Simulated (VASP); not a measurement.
# MgI2 (P-1) in VASP: further runs

Runs on MgI2. Level: PBE. Tasks: single point.

Everything below comes from runs of VASP 6.6.1. Logs are shortened: lines on timing, memory, paths and dates and some standing lists are left out, and cuts for length are marked.

**1. The cell of the first run**

The typed cell holds 3 atoms: a = 4.219 Å, b = 4.210 Å, c = 7.625 Å, α = 85.75°, β = 98.50°, γ = 120.07°.

**2. Single point, PBE (engineering shear strain xz -0.1467, normal strain along z -0.0267)**

The input, INCAR:

```
SYSTEM = MgI2
  PREC = Accurate
  ENCUT = 520
  EDIFF = 1E-7
  ISMEAR = 0
  SIGMA = 0.05
  LREAL = .FALSE.
  LASPH = .TRUE.
  NELM = 100
  ALGO = Normal
  ISIF = 2
  LWAVE = .FALSE.
  LCHARG = .FALSE.
  GGA = PE
  NBANDS = 15
```

The input, KPOINTS:

```
regular mesh
0
G
  6 6 4
  0 0 0
```

The input, POSCAR:

```
MgI2
1.0
    4.2072027146      0.0000000000     -0.3085983191
   -2.1036013573      3.6435444297      0.1542991596
   -0.5729898776      0.0000000000      7.6031499370
Mg I
1 2
Direct
    0.0000000000      0.0000000000      0.0000000000
    0.2759634932      0.6677865924      0.7791894038
    0.7240365068      0.3322134076      0.2208105962
```

Potentials or basis: VASP PAW PBE potentials, release 64 (Mg, I).

The run is started by

```sh
> cat potpaw_PBE.64/Mg/POTCAR potpaw_PBE.64/I/POTCAR > POTCAR
> mpirun -np 1 vasp_std > vasp.out
```

OUTCAR:

```text
SYSTEM = MgI2
   PREC = Accurate
   ENCUT = 520
   EDIFF = 1E-7
   ISMEAR = 0
   LREAL = .FALSE.
   LASPH = .TRUE.
   NELM = 100
   ISIF = 2
   GGA = PE

 ion  position               nearest neighbor table
   1  0.000  0.000  0.000-   3 2.94   2 2.94   3 2.95   2 2.95   2 2.95   3 2.95
   2  0.276  0.668  0.779-   1 2.94   1 2.95   1 2.95
   3  0.724  0.332  0.221-   1 2.94   1 2.95   1 2.95

  LATTYP: Found a base centered monoclinic cell.
 ALAT       =     4.2185053756
 B/A-ratio  =     1.7274101158
 C/A-ratio  =     1.8074435301
 COS(beta)  =    -0.1478943396

  Lattice vectors:

 A1 = (   2.1036013573,  -3.6435444297,  -0.1542991596)
 A2 = (   2.1036013573,   3.6435444297,  -0.1542991595)
 A3 = (  -0.5729898776,   0.0000000000,   7.6031499370)

Analysis of symmetry for initial positions (statically):
=====================================================================
 Subroutine PRICEL returns:
 Original cell was already a primitive cell.

 Routine SETGRP: Setting up the symmetry group for a
 base centered monoclinic supercell.

 Subroutine GETGRP returns: Found  2 space group operations
 (whereof  2 operations were pure point group operations)
 out of a pool of  4 trial point group operations.

The static configuration has the point symmetry S_2 .

Analysis of symmetry for dynamics (positions and initial velocities):
=====================================================================
 Subroutine PRICEL returns:
 Original cell was already a primitive cell.

 Routine SETGRP: Setting up the symmetry group for a
 base centered monoclinic supercell.

 Subroutine GETGRP returns: Found  2 space group operations
 (whereof  2 operations were pure point group operations)
 out of a pool of  4 trial point group operations.

The dynamic configuration has the point symmetry S_2 .

 Subroutine INISYM returns: Found  2 space group operations
 (whereof  2 operations are pure point group operations),
 and found     1 'primitive' translations

----------------------------------------------------------------------------------------

                                     Primitive cell

  volume of cell :     115.9054

  direct lattice vectors                    reciprocal lattice vectors
     4.207202715  0.000000000 -0.308598319     0.239008817  0.137229011  0.018012223
    -2.103601357  3.643544430  0.154299160     0.000000000  0.274458023  0.000000000
    -0.572989878  0.000000000  7.603149937     0.009700942 -0.000000000  0.132255519

  length of vectors
[... 96 lines left out ...]
   NUPDOWN=      -1.0000    fix difference up-down
   EMIN   =  10.00;   EMAX   =-10.00  energy-range for DOS
   EFERMI =   0.00;   METHOD = LEGACY
   ISMEAR =     0;   SIGMA  =   0.05  broadening in eV -4-tet -1-fermi 0-gaus
   EFERMI_NEDOS =   21; number of points for ismear=-14 and -15
   IALGO  =     38    algorithm
   IMIX   =      4    mixing-type and parameters
     AMIX     =   0.40;   BMIX     =  1.00
     AMIX_MAG =   1.60;   BMIX_MAG =  1.00
  volume/ion in A,a.u.               =      38.64       260.72
  Fermi-wavevector in a.u.,A,eV,Ry     =   0.846084  1.598867  9.739846  0.715858
  Thomas-Fermi vector in A             =   1.961375
   LORBIT       =      0    0 simple, 1 ext, 2 COOP (PROOUT), +10 PAW based schemes
   GGA     = PE    functional components
   LHFCALC =     F    Hartree Fock is set to
   AEXX    =    0.0000 exact exchange contribution
   IVDW    =     0    specifies the selected vdW correction
   LEPSILON=     F    determine dielectric tensor
   LRPA    =     F    only Hartree local field effects (RPA)
 non-spin polarized calculation
 Gauss-broadening in eV      SIGMA  =   0.05
  energy-cutoff  :      520.00
  volume of cell :      115.91
 maximum number of plane-waves:      3138
   NGX = 15   NGY = 15   NGZ = 29

 number of electron      15.9999999 magnetization

 Free energy of the ion-electron system (eV)
  ---------------------------------------------------
  ext. energy  EPLUGINS =         0.00000000
  ---------------------------------------------------
  free energy    TOTEN  =        -7.73294318 eV

  energy without entropy =       -7.73294318  energy(sigma->0) =       -7.73294318

 E-fermi :   1.3851     XC(G=0):  -7.6007

 val. band max:        1.1763515244   @ k =   0.0000   0.0000   0.0000
 cond. band min:       4.6781625761   @ k =   0.5000  -0.0000   0.5000
 fundamental gap:      3.5018110517
 Fermi energy:         1.3850614362

 k-point     1 :       0.0000    0.0000    0.0000
  band No.  band energies     occupation
      1     -10.5944      2.00000
      2     -10.0267      2.00000
      3      -1.8822      2.00000
      4       0.8558      2.00000
      5       0.8842      2.00000
      6       1.0161      2.00000
      7       1.1342      2.00000
      8       1.1764      2.00000
      9       4.8663      0.00000
     10       6.0603      0.00000
     11       7.8096      0.00000
     12       7.8491      0.00000
     13       8.3130      0.00000
     14       9.2268      0.00000
[... 401 lines left out ...]
      2      -9.8696      2.00000
      3      -1.8003      2.00000
      4      -1.1276      2.00000
      5      -0.1691      2.00000
      6       0.1929      2.00000
      7       0.5173      2.00000
      8       0.8795      2.00000
      9       5.1956      0.00000
     10       6.9932      0.00000
     11       7.0945      0.00000
     12       8.4418      0.00000
     13       8.6620      0.00000
     14       9.4730      0.00000
     15      10.1299      0.00000

 [... further k-points ...]

------------------------ aborting loop because EDIFF is reached ----------------------------------------

  FORCE on cell =-STRESS in cart. coord.  units (eV):
  Direction    XX          YY          ZZ          XY          YZ          ZX
  --------------------------------------------------------------------------------------
  -------------------------------------------------------------------------------------
  Total       -0.0591154      0.0013912      0.1682486      0.0089923      0.0504257      0.0646766
  in kB       -0.8171610      0.0192312      2.3257254      0.1243021      0.6970422      0.8940345
  external PRESSURE =       0.5092652 kB  Pullay stress =       0.0000000 kB

 VOLUME and BASIS-vectors are now :
 -----------------------------------------------------------------------------
  energy-cutoff  :      520.00
  volume of cell :      115.91
      direct lattice vectors                 reciprocal lattice vectors
     4.207202715  0.000000000 -0.308598319     0.239008817  0.137229011  0.018012223
    -2.103601357  3.643544430  0.154299160     0.000000000  0.274458023  0.000000000
    -0.572989878  0.000000000  7.603149937     0.009700942 -0.000000000  0.132255519

 POSITION                                       TOTAL-FORCE (eV/Angst)
 -----------------------------------------------------------------------------------
      0.00000      0.00000      0.00000         0.000000      0.000000      0.000000
     -0.69019      2.43311      5.94217         0.000099     -0.000461      0.002736
      2.22080      1.21043      1.50668        -0.000099      0.000461     -0.002736
 -----------------------------------------------------------------------------------
    total drift:                                0.000000      0.000000      0.000000

  FREE ENERGIE OF THE ION-ELECTRON SYSTEM (eV)
  ---------------------------------------------------
  free  energy   TOTEN  =        -7.7329431842 eV

  energy  without entropy=       -7.7329431842  energy(sigma->0) =       -7.73294318
```

stdout:

```text
POSCAR found type information on POSCAR MgI
 POSCAR found :  2 types and       3 ions
 scaLAPACK will be used
 LDA part: xc-table for (Slater+PW92), standard interpolation
 POSCAR, INCAR and KPOINTS ok, starting setup
 FFT: planning ... GRIDC
 FFT: planning ... GRID_SOFT
 FFT: planning ... GRID
 WAVECAR not read
 entering main loop
```

It took 2.5 min on 1 thread of AMD EPYC 7R43 (Zen 3), shared host; peak memory 0.28 GiB.

Results:

| Item | Value |
| --- | --- |
| Free energy | -7.7329 eV |
| Pressure | 0.1 GPa |
| Band gap on the k mesh | 3.50 eV, indirect (least direct gap 3.69 eV) |

Forces on the atoms (eV/Å):
```
Mg   0.000  0.000  0.000
I    0.000  0.000  0.003
I    0.000  0.000 -0.003
```

Stress tensor (GPa, compression positive):
```
-0.08  0.01  0.09
 0.01  0.00  0.07
 0.09  0.07  0.23
```

Caveat: the cell differs from its parent crystal (engineering shear strain xz -0.1467, normal strain along z -0.0267); spin-orbit coupling is left out, which moves the levels of the heavy elements. A k mesh can miss the band edges.

(Continued in part 2 of 2.)
